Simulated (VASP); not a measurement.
NbP: relaxation of cell and atoms with PBEsol+U

Crystal: NbP.

```
Nb P
1.0
    -1.67492    1.67492    5.74011
     1.67492   -1.67492    5.74011
     1.67492    1.67492   -5.74011
Nb P
2 2
Cartesian
  1.6749 0.0000 2.8687
  0.0000 0.0000 5.7387
  0.0000 1.6749 3.8200
  0.0000 0.0000 0.9500
```

| Quantity | Value |
| --- | --- |
| Program | VASP 6.6.1 |
| Task | relaxation of cell and atoms |
| Functional | PBEsol |
| Potentials or basis | VASP PAW PBE potentials, release 64 (Nb_sv, P) |
| Cutoff | 600 eV |
| k mesh | 11 × 11 × 11 |
| Occupations | fermi-dirac, width 0.05 eV |
| Spin | no spin polarisation |
| Hubbard terms | Nb d U = 4.0 eV |
| Dipole correction | no |
| Further INCAR settings | ALGO = Normal; EDIFF = 1e-06; IBRION = 2; EDIFFG = -0.01; NSW = 60; ISIF = 3 |

```json
{
  "Relaxed volume": "16.05 Å³/atom",
  "Relaxed cell": "a = 6.188 Å, b = 6.188 Å, c = 6.188 Å, α = 148.58°, β = 148.58°, γ = 45.03°",
  "Space group after relaxing (to 0.1 Å)": "I4_1md (No. 109)",
  "Energy gained by relaxing": "0.2 meV/atom",
  "Ionic steps": "6",
  "Pressure after relaxing": "0.0 GPa",
  "Band gap on the k mesh": "zero (bands 18 and 19 overlap by 0.01 eV)"
}
```

The path:
```tsv
step	energy change (eV)	largest force (eV/Å)	pressure (GPa)	volume (Å³)
1	0.0000	0.0052	-0.55	64.41
2	0.0002	0.0245	0.96	63.90
3	-0.0005	0.0137	0.15	64.18
4	-0.0008	0.0169	0.02	64.21
5	-0.0008	0.0167	0.00	64.21
6	-0.0008	0.0009	-0.01	64.21
```

Final structure:
```cif
data_structure
_symmetry_space_group_name_H-M 'P 1'
_symmetry_Int_Tables_number 1
_cell_length_a 6.1883
_cell_length_b 6.1883
_cell_length_c 6.1883
_cell_angle_alpha 148.579
_cell_angle_beta 148.579
_cell_angle_gamma 45.032
_cell_volume 64.21
loop_
_atom_site_label
_atom_site_type_symbol
_atom_site_fract_x
_atom_site_fract_y
_atom_site_fract_z
_atom_site_occupancy
Nb1 Nb 0.25002 0.75002 0.50000 1
Nb2 Nb 0.50002 0.50002 0.00000 1
P1 P 0.83261 0.33261 0.50000 1
P2 P 0.08261 0.08261 0.00000 1
```

Levels at points of the mesh, in eV from the Fermi level:
```
           k point  band 14  band 15  band 16  band 17  band 18  band 19  band 20  band 21  band 22
(0.00, 0.00, 0.00)    -2.36    -2.22    -1.75    -1.50    -1.50     0.89     1.70     2.60     3.09
```

Eigenvalues of the final occupation matrices:
| site | spin | trace | eigenvalues |
| --- | --- | --- | --- |
| site 1 d | 1 | 1.08 | 0.20 0.21 0.22 0.22 0.23 |
| site 1 d | 2 | 1.08 | 0.20 0.21 0.22 0.22 0.23 |
| site 2 d | 1 | 1.08 | 0.20 0.21 0.22 0.22 0.23 |
| site 2 d | 2 | 1.08 | 0.20 0.21 0.22 0.22 0.23 |

It took 56 min on 1 thread of Oxide Virtual Turin-like Processor, on a shared host, peak memory 0.45 GiB.

Caveat: the PAW data sets were made with another functional, which shifts forces and pressure a little; U without spin polarisation on a metal has little footing; the U is typed as a test and isn't derived for this compound.
